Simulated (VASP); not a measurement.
# BaF2 (Fm-3m) in VASP: settings compared

Aim: see how the results for BaF2 move with the level of theory and the settings. Levels: LDA, PBEsol, r2SCAN. Tasks: single point.

Everything below comes from runs of VASP 6.6.1. Logs are shortened: lines on timing, memory, paths and dates and some standing lists are left out, and cuts for length are marked.

### 1 The cell of the first run

Symmetry: Fm-3m, No. 225, cubic system. Conventional cell: a = 6.194 Å, b = 6.194 Å, c = 6.194 Å, α = 90.00°, β = 90.00°, γ = 90.00°. Within 3.5 Å of Ba (site symmetry m-3m) lie 8 F at 2.68 Å. F (site symmetry -43m) has 4 Ba at 2.68 Å and 6 F at 3.10 Å within 3.5 Å.

### 2 Single point, LDA

The input, INCAR:

```
PREC = Accurate ; ENCUT = 600
EDIFF = 1E-6 ; ISMEAR = 0
SIGMA = 0.01 ; LREAL = F
LASPH = T ; NELM = 120
ALGO = Normal ; ISIF = 2
LWAVE = F ; LCHARG = F
NBANDS = 19 ; GGA_COMPAT = F
```

The input, KPOINTS:

```
regular mesh
0
Gamma
  6 6 6
```

The input, POSCAR:

```
BaF2
1.0
    0.0000000000      3.0971637718      3.0971637718
    3.0971637718      0.0000000000      3.0971637718
    3.0971637718      3.0971637718      0.0000000000
Ba F
1 2
Direct
    0.0000000000      0.0000000000      0.0000000000
    0.2500000000      0.2500000000      0.2500000000
    0.7500000000      0.7500000000      0.7500000000
```

Potentials or basis: VASP PAW LDA potentials, release 64 (Ba_sv, F).

Command:

```
$ cat potpaw_LDA.64/Ba_sv/POTCAR potpaw_LDA.64/F/POTCAR > POTCAR
$ mpirun -np 1 vasp_std > vasp.out
```

OUTCAR:

```text
PREC = Accurate
   ENCUT = 600
   EDIFF = 1E-6
   ISMEAR = 0
   LREAL = F
   LASPH = T
   NELM = 120
   ISIF = 2

 ion  position               nearest neighbor table
   1  0.000  0.000  0.000-   3 2.68   3 2.68   3 2.68   2 2.68   3 2.68   2 2.68   2 2.68   2 2.68

   2  0.250  0.250  0.250-   1 2.68   1 2.68   1 2.68   1 2.68
   3  0.750  0.750  0.750-   1 2.68   1 2.68   1 2.68   1 2.68

  LATTYP: Found a face centered cubic cell.
 ALAT       =     6.1943275436

  Lattice vectors:

 A1 = (   0.0000000000,   3.0971637718,   3.0971637718)
 A2 = (   3.0971637718,   0.0000000000,   3.0971637718)
 A3 = (   3.0971637718,   3.0971637718,   0.0000000000)

Analysis of symmetry for initial positions (statically):
=====================================================================
 Subroutine PRICEL returns:
 Original cell was already a primitive cell.

 Routine SETGRP: Setting up the symmetry group for a
 face centered cubic supercell.

 Subroutine GETGRP returns: Found 48 space group operations
 (whereof 48 operations were pure point group operations)
 out of a pool of 48 trial point group operations.

The static configuration has the point symmetry O_h .

Analysis of symmetry for dynamics (positions and initial velocities):
=====================================================================
 Subroutine PRICEL returns:
 Original cell was already a primitive cell.

 Routine SETGRP: Setting up the symmetry group for a
 face centered cubic supercell.

 Subroutine GETGRP returns: Found 48 space group operations
 (whereof 48 operations were pure point group operations)
 out of a pool of 48 trial point group operations.

The dynamic configuration has the point symmetry O_h .

 Subroutine INISYM returns: Found 48 space group operations
 (whereof 48 operations are pure point group operations),
 and found     1 'primitive' translations

----------------------------------------------------------------------------------------

                                     Primitive cell

  volume of cell :      59.4186

  direct lattice vectors                    reciprocal lattice vectors
     0.000000000  3.097163772  3.097163772    -0.161438024  0.161438024  0.161438024
     3.097163772  0.000000000  3.097163772     0.161438024 -0.161438024  0.161438024
     3.097163772  3.097163772  0.000000000     0.161438024  0.161438024 -0.161438024

  length of vectors
     4.380051011  4.380051011  4.380051011     0.279618860  0.279618860  0.279618860

  position of ions in fractional coordinates (direct lattice)
     0.000000000  0.000000000  0.000000000
     0.250000000  0.250000000  0.250000000
     0.750000000  0.750000000  0.750000000

  ion indices of the primitive-cell ions
   primitive index   ion index
                 1           1
                 2           2
                 3           3

----------------------------------------------------------------------------------------

 KPOINTS: regular mesh

Automatic generation of k-mesh.
 Grid dimensions read from file:
 generate k-points for:    6    6    6

 Generating k-lattice:

  Cartesian coordinates                     Fractional coordinates (reciprocal lattice)
    -0.026906337  0.026906337  0.026906337     0.166666667  0.000000000  0.000000000
     0.026906337 -0.026906337  0.026906337     0.000000000  0.166666667  0.000000000
     0.026906337  0.026906337 -0.026906337     0.000000000  0.000000000  0.166666667

  Length of vectors
     0.046603143  0.046603143  0.046603143

  Shift w.r.t. Gamma in fractional coordinates (k-lattice)
     0.000000000  0.000000000  0.000000000

 Subroutine IBZKPT returns following result:
 ===========================================

 Found     16 irreducible k-points:

 Following reciprocal coordinates:
            Coordinates               Weight
  0.000000  0.000000  0.000000      1.000000
  0.166667  0.000000  0.000000      8.000000
  0.333333  0.000000  0.000000      8.000000
  0.500000  0.000000  0.000000      4.000000
  0.166667  0.166667  0.000000      6.000000
  0.333333  0.166667  0.000000     24.000000
[... 8 lines left out ...]
 -0.333333  0.333333  0.166667     24.000000
 -0.333333  0.500000  0.166667     12.000000
   k-points           NKPTS =     16   k-points in BZ     NKDIM =     16   number of bands    NBANDS=     19
   number of dos      NEDOS =    301   number of ions     NIONS =      3
   total plane-waves  NPLWV =  46656
   dimension x,y,z NGX =    36 NGY =   36 NGZ =   36
   dimension x,y,z NGXF=    72 NGYF=   72 NGZF=   72
   ions per type =               1   2
   NGX,Y,Z   is equivalent  to a cutoff of  13.66, 13.66, 13.66 a.u.
   NGXF,Y,Z  is equivalent  to a cutoff of  27.33, 27.33, 27.33 a.u.
 SYSTEM =  unknown system
   PREC   = accura    normal or accurate (medium, high low for compatibility)
   ISTART =      0    job   : 0-new  1-cont  2-samecut
   ICHARG =      2    charge: 1-file 2-atom 10-const
   ISPIN  =      1    spin polarized calculation?
   LNONCOLLINEAR =      F non collinear calculations
   LSORBIT =      F    spin-orbit coupling
   LASPH  =      T    aspherical Exc in radial PAW
   ENCUT  =  600.0 eV  44.10 Ry    6.64 a.u.   8.75  8.75  8.75*2*pi/ulx,y,z
   NELM   =    120;   NELMIN=  2; NELMDL= -5     # of ELM steps
   EDIFF  = 0.1E-05   stopping-criterion for ELM
   LREAL  =      F    real-space projection
   EDIFFG = 0.1E-04   stopping-criterion for IOM
   NSW    =      0    number of steps for IOM
   IBRION =     -1    ionic relax: 0-MD 1-quasi-New 2-CG
   NFREE  =      0    steps in history (QN), initial steepest desc. (CG)
   ISIF   =      2    stress and relaxation
   ISYM   =      2    0-nonsym 1-usesym 2-fastsym
   POTIM  = 0.5000    time-step for ionic-motion
   TEBEG  =    0.0;   TEEND  =   0.0 temperature during run
   PSTRESS=    0.0 pullay stress
   NELECT =      24.0000    total number of electrons
   NUPDOWN=      -1.0000    fix difference up-down
   EMIN   =  10.00;   EMAX   =-10.00  energy-range for DOS
   EFERMI =   0.00;   METHOD = LEGACY
   ISMEAR =     0;   SIGMA  =   0.01  broadening in eV -4-tet -1-fermi 0-gaus
   EFERMI_NEDOS =   21; number of points for ismear=-14 and -15
   IALGO  =     38    algorithm
   IMIX   =      4    mixing-type and parameters
     AMIX     =   0.40;   BMIX     =  1.00
     AMIX_MAG =   1.60;   BMIX_MAG =  1.00
  volume/ion in A,a.u.               =      19.81       133.66
  Fermi-wavevector in a.u.,A,eV,Ry     =   1.210146  2.286844 19.925095  1.464453
  Thomas-Fermi vector in A             =   2.345702
   LORBIT       =      0    0 simple, 1 ext, 2 COOP (PROOUT), +10 PAW based schemes
   GGA     = CA    functional components
   LHFCALC =     F    Hartree Fock is set to
   AEXX    =    0.0000 exact exchange contribution
   IVDW    =     0    specifies the selected vdW correction
   LEPSILON=     F    determine dielectric tensor
   LRPA    =     F    only Hartree local field effects (RPA)
 non-spin polarized calculation
 Gauss-broadening in eV      SIGMA  =   0.01
  energy-cutoff  :      600.00
  volume of cell :       59.42
 maximum number of plane-waves:      2012
   NGX = 17   NGY = 17   NGZ = 17

 number of electron      24.0000001 magnetization

 Free energy of the ion-electron system (eV)
  ---------------------------------------------------
  ext. energy  EPLUGINS =         0.00000000
  ---------------------------------------------------
  free energy    TOTEN  =       -18.60252601 eV

  energy without entropy =      -18.60252601  energy(sigma->0) =      -18.60252601

 E-fermi :  -2.3919     XC(G=0):  -9.3468

 val. band max:       -2.4695065821   @ k =  -0.1667   0.1667   0.0000
 cond. band min:       3.9465148739   @ k =   0.0000   0.0000   0.0000
 fundamental gap:      6.4160214560
 Fermi energy:        -2.3919398220

 k-point     1 :       0.0000    0.0000    0.0000
  band No.  band energies     occupation
      1     -25.3643      2.00000
      2     -20.9562      2.00000
      3     -20.9227      2.00000
      4     -10.2282      2.00000
      5     -10.2282      2.00000
      6     -10.2282      2.00000
[... 11 lines left out ...]
     18       8.8861      0.00000
     19      12.6280      0.00000

 k-point     2 :       0.1667    0.0000    0.0000
  band No.  band energies     occupation
      1     -25.3129      2.00000
      2     -20.9976      2.00000
      3     -20.9756      2.00000
      4     -10.2794      2.00000
      5     -10.2731      2.00000
      6     -10.2731      2.00000
[... 11 lines left out ...]
     18       8.9149      0.00000
     19      11.5864      0.00000

 k-point     3 :       0.3333    0.0000    0.0000
  band No.  band energies     occupation
      1     -25.2046      2.00000
      2     -21.1447      2.00000
      3     -21.0235      2.00000
      4     -10.3651      2.00000
      5     -10.3591      2.00000
      6     -10.3591      2.00000
[... 11 lines left out ...]
     18       9.0193      0.00000
     19      10.7640      0.00000

 k-point     4 :       0.5000    0.0000    0.0000
  band No.  band energies     occupation
      1     -25.1472      2.00000
      2     -21.2233      2.00000
      3     -21.0458      2.00000
      4     -10.4009      2.00000
      5     -10.4003      2.00000
      6     -10.4003      2.00000
[... 11 lines left out ...]
     18       9.1049      0.00000
     19      11.2684      0.00000

 k-point     5 :       0.1667    0.1667    0.0000
  band No.  band energies     occupation
      1     -25.2956      2.00000
      2     -21.0138      2.00000
      3     -20.9906      2.00000
      4     -10.3420      2.00000
      5     -10.3420      2.00000
      6     -10.1875      2.00000
[... 11 lines left out ...]
     18       8.9981      0.00000
     19      12.6957      0.00000
[... 158 lines left out ...]
      2     -21.3050      2.00000
      3     -21.0914      2.00000
      4     -10.6532      2.00000
      5     -10.6532      2.00000
      6     -10.0472      2.00000
[... 11 lines left out ...]
     18      10.1699      0.00000
     19      12.2377      0.00000

 k-point    14 :       0.5000    0.3333    0.1667
  band No.  band energies     occupation
      1     -25.1296      2.00000
      2     -21.1908      2.00000
      3     -21.1082      2.00000
      4     -10.5524      2.00000
      5     -10.4585      2.00000
      6     -10.2404      2.00000
[... 11 lines left out ...]
     18       9.8727      0.00000
     19      11.7198      0.00000

 k-point    15 :      -0.3333    0.3333    0.1667
  band No.  band energies     occupation
      1     -25.0903      2.00000
      2     -21.2061      2.00000
      3     -21.1614      2.00000
      4     -10.6074      2.00000
      5     -10.3625      2.00000
      6     -10.3622      2.00000
[... 11 lines left out ...]
     18      10.7374      0.00000
     19      11.3201      0.00000

 k-point    16 :      -0.3333    0.5000    0.1667
  band No.  band energies     occupation
      1     -25.0708      2.00000
      2     -21.2531      2.00000
      3     -21.1464      2.00000
      4     -10.6678      2.00000
      5     -10.5010      2.00000
      6     -10.1979      2.00000
[... 11 lines left out ...]
     18      11.7633      0.00000
     19      11.9552      0.00000

------------------------ aborting loop because EDIFF is reached ----------------------------------------

  FORCE on cell =-STRESS in cart. coord.  units (eV):
  Direction    XX          YY          ZZ          XY          YZ          ZX
  --------------------------------------------------------------------------------------
  -------------------------------------------------------------------------------------
  Total       -1.2282195     -1.2282195     -1.2282195      0.0000000     -0.0000000      0.0000000
  in kB      -33.1179959    -33.1179959    -33.1179959      0.0000000     -0.0000000      0.0000000
  external PRESSURE =     -33.1179959 kB  Pullay stress =       0.0000000 kB

 VOLUME and BASIS-vectors are now :
 -----------------------------------------------------------------------------
  energy-cutoff  :      600.00
  volume of cell :       59.42
      direct lattice vectors                 reciprocal lattice vectors
     0.000000000  3.097163772  3.097163772    -0.161438024  0.161438024  0.161438024
     3.097163772  0.000000000  3.097163772     0.161438024 -0.161438024  0.161438024
     3.097163772  3.097163772  0.000000000     0.161438024  0.161438024 -0.161438024

 POSITION                                       TOTAL-FORCE (eV/Angst)
 -----------------------------------------------------------------------------------
      0.00000      0.00000      0.00000         0.000000     -0.000000      0.000000
      1.54858      1.54858      1.54858        -0.000000     -0.000000      0.000000
      4.64575      4.64575      4.64575         0.000000      0.000000     -0.000000
 -----------------------------------------------------------------------------------
    total drift:                                0.000000      0.000000      0.000000

  FREE ENERGIE OF THE ION-ELECTRON SYSTEM (eV)
  ---------------------------------------------------
  free  energy   TOTEN  =       -18.6025260138 eV

  energy  without entropy=      -18.6025260138  energy(sigma->0) =      -18.60252601
```

It took 19 s on 1 thread of Intel Xeon Platinum 8488C (Sapphire Rapids), shared host; peak memory 0.18 GiB.

Results:

```
Free energy            : -18.6025 eV
Pressure               : -3.3 GPa
Band gap on the k mesh : 6.42 eV (least direct gap 6.49 eV)
```

Levels at points of the mesh, in eV from the valence-band top:
| k point | band 8 | band 9 | band 10 | band 11 | band 12 | band 13 | band 14 | band 15 | band 16 | band 17 |
| --- | --- | --- | --- | --- | --- | --- | --- | --- | --- | --- |
| (0.00, 0.00, 0.00) | -1.55 | -1.55 | -0.07 | -0.07 | -0.07 | 6.42 | 9.10 | 9.10 | 11.36 | 11.36 |
| (0.50, 0.00, 0.00) | -1.13 | -0.69 | -0.35 | -0.16 | -0.16 | 8.97 | 9.08 | 9.08 | 9.40 | 11.57 |
| (0.50, 0.50, 0.00) | -0.36 | -0.36 | -0.31 | -0.31 | -0.13 | 7.02 | 8.91 | 10.68 | 11.98 | 11.98 |

Caveat: the cell stands under tension; spin-orbit coupling is left out, which moves the levels of the heavy elements. A k mesh can miss the band edges.

### 3 Single point, PBEsol

The input, INCAR:

```
SYSTEM = BaF2
PREC = Accurate
ENCUT = 600
EDIFF = 1E-6
ISMEAR = 1
SIGMA = 0.05
LREAL = .FALSE.
LASPH = .TRUE.
NELM = 120
ALGO = Normal
ISIF = 2
LWAVE = .FALSE.
LCHARG = .TRUE.
GGA = PS
LELF = .TRUE.
LVHAR = .TRUE.
NBANDS = 19
GGA_COMPAT = .FALSE.
```

The input, KPOINTS:

```
regular mesh
0
G
  6 6 6
  0 0 0
```

POSCAR is that of step 2.

Potentials or basis: VASP PAW PBE potentials, release 64 (Ba_sv, F).

Command:

```
$ cat potpaw_PBE.64/Ba_sv/POTCAR potpaw_PBE.64/F/POTCAR > POTCAR
$ mpirun -np 1 vasp_std > vasp.out
```

Wall time 26 s (1 thread of Intel Xeon Platinum 8488C (Sapphire Rapids), shared host); peak memory 0.21 GiB.

Results (log left out):

```
Free energy            : -17.6444 eV
Pressure               : -0.5 GPa
Band gap on the k mesh : 6.65 eV (least direct gap 6.72 eV)
```

Levels at points of the mesh, in eV from the valence-band top:
| k point | band 10 | band 11 | band 12 | band 13 | band 14 | band 15 |
| --- | --- | --- | --- | --- | --- | --- |
| (0.00, 0.00, 0.00) | -0.07 | -0.07 | -0.07 | 6.65 | 9.13 | 9.13 |
| (0.50, 0.00, 0.00) | -0.34 | -0.16 | -0.16 | 9.03 | 9.14 | 9.14 |
| (0.50, 0.50, 0.00) | -0.32 | -0.32 | -0.12 | 7.19 | 8.93 | 10.67 |

Caveat: the PAW data sets were made with another functional, which shifts forces and pressure a little; spin-orbit coupling is left out, which moves the levels of the heavy elements.

### 4 Single point, PBEsol

The input, INCAR:

```
ALGO     = Normal         # electronic algorithm
EDIFF    = 1E-6           # SCF threshold, eV
ENCUT    = 600            # plane-wave cutoff, eV
GGA      = PS             # functional
GGA_COMPAT= False        
ISIF     = 2              # what is computed and relaxed
ISMEAR   = -1             # smearing method
LASPH    = True           # aspherical terms in the spheres
LCHARG   = True           # write CHGCAR
LELF     = True           # ELF
LREAL    = False          # projectors in reciprocal space
LVHAR    = True         
LWAVE    = False          # write WAVECAR
NBANDS   = 19             # bands
NELM     = 120            # most SCF steps
PREC     = Accurate       # precision mode
SIGMA    = 0.05           # smearing width, eV
```

The input, KPOINTS:

```
k-points
0
Gamma
  6 6 6
```

POSCAR is that of step 3.

Command:

```
$ cat potpaw_PBE.64/Ba_sv/POTCAR potpaw_PBE.64/F/POTCAR > POTCAR
$ mpirun -np 1 vasp_std > vasp.out
```

Run time: 27 s. Hardware: 1 thread of Intel Xeon Platinum 8488C (Sapphire Rapids), shared host; peak memory 0.2 GiB.

It converged, with:

```yaml
Free_energy: -17.6453 eV
Pressure: -0.5 GPa
Band_gap_on_the_k_mesh: 6.65 eV (least direct gap 6.72 eV)
```

Levels at points of the mesh, in eV from the valence-band top:
| k point | band 8 | band 9 | band 10 | band 11 | band 12 | band 13 | band 14 | band 15 | band 16 | band 17 |
| --- | --- | --- | --- | --- | --- | --- | --- | --- | --- | --- |
| (0.00, 0.00, 0.00) | -1.52 | -1.52 | -0.07 | -0.07 | -0.07 | 6.65 | 9.13 | 9.13 | 11.36 | 11.36 |
| (0.50, 0.00, 0.00) | -1.11 | -0.67 | -0.34 | -0.16 | -0.16 | 9.03 | 9.14 | 9.14 | 9.71 | 11.56 |
| (0.50, 0.50, 0.00) | -0.36 | -0.36 | -0.32 | -0.32 | -0.12 | 7.19 | 8.93 | 10.67 | 11.94 | 11.94 |

Caveat: the PAW data sets were made with another functional, which shifts forces and pressure a little; spin-orbit coupling is left out, which moves the levels of the heavy elements.

### 5 Single point, r2SCAN

POSCAR is that of step 4.

The input, INCAR.step1:

```
SYSTEM = BaF2
  PREC = Accurate
  ENCUT = 660
  ISMEAR = 0
  SIGMA = 0.01
  LREAL = .False.
  LASPH = .True.
  NELM = 120
  NBANDS = 19
  GGA = PE
  ALGO = Normal
  EDIFF = 1E-5
  LWAVE = .True.
  LCHARG = .False.
  GGA_COMPAT = .False.
```

The input, INCAR.step2:

```
SYSTEM = BaF2
  PREC = Accurate
  ENCUT = 660
  EDIFF = 1E-6
  ISMEAR = 0
  SIGMA = 0.01
  LREAL = .False.
  LASPH = .True.
  NELM = 120
  ALGO = Normal
  ISIF = 2
  LWAVE = .False.
  LCHARG = .False.
  METAGGA = R2SCAN
  LMIXTAU = .True.
  NBANDS = 19
  ISTART = 1
  GGA_COMPAT = .False.
```

The input, KPOINTS:

```
regular mesh
0
Gamma
  6 6 6
  0 0 0
```

Command:

```
$ cat potpaw_PBE.64/Ba_sv/POTCAR potpaw_PBE.64/F/POTCAR > POTCAR
$ cp INCAR.step1 INCAR
$ mpirun -np 1 vasp_std > vasp.out
$ cp INCAR.step2 INCAR
$ mpirun -np 1 vasp_std > vasp.out
```

Wall time 2.3 min (1 thread of Intel Xeon Platinum 8488C (Sapphire Rapids), shared host); peak memory 0.26 GiB.

Results (log left out):

```yaml
Free_energy: -45.0675 eV
Pressure: 0.9 GPa
Band_gap_on_the_k_mesh: 7.36 eV (least direct gap 7.43 eV)
```

Levels at points of the mesh, in eV from the valence-band top:
| k point | band 9 | band 10 | band 11 | band 12 | band 13 | band 14 | band 15 | band 16 |
| --- | --- | --- | --- | --- | --- | --- | --- | --- |
| (0.00, 0.00, 0.00) | -1.47 | -0.07 | -0.07 | -0.07 | 7.36 | 9.93 | 9.93 | 12.30 |
| (0.50, 0.00, 0.00) | -0.64 | -0.34 | -0.15 | -0.15 | 9.88 | 9.88 | 9.97 | 10.14 |
| (0.50, 0.50, 0.00) | -0.35 | -0.30 | -0.30 | -0.12 | 7.71 | 9.87 | 11.42 | 12.88 |

Caveat: the PAW data sets were made with another functional, which shifts forces and pressure a little; spin-orbit coupling is left out, which moves the levels of the heavy elements. A k mesh can miss the band edges.

### 6 Overview

```tsv
level	potentials or basis	cutoff (eV)	smearing	gap on the mesh (eV)	pressure (GPa)
LDA	VASP PAW LDA potentials, release 64 (Ba_sv, F)	600	gaussian 0.01 eV	6.42	-3.3
PBEsol	VASP PAW PBE potentials, release 64 (Ba_sv, F)	600	methfessel-paxton 0.05 eV	6.65	-0.5
PBEsol	VASP PAW PBE potentials, release 64 (Ba_sv, F)	600	fermi-dirac 0.05 eV	6.65	-0.5
r2SCAN	VASP PAW PBE potentials, release 64 (Ba_sv, F)	660	gaussian 0.01 eV	7.36	0.9
```

Alike in all rows: task single point; no spin polarisation; cell as given; k mesh 6 × 6 × 6.

Caveats: spin-orbit coupling is left out, which moves the levels of the heavy elements; the PAW data sets were made with another functional, which shifts forces and pressure a little (at least some runs); the cell stands under tension (at least some runs).

Total energies depend on the potentials used, so only differences within one code and one set of settings carry meaning.
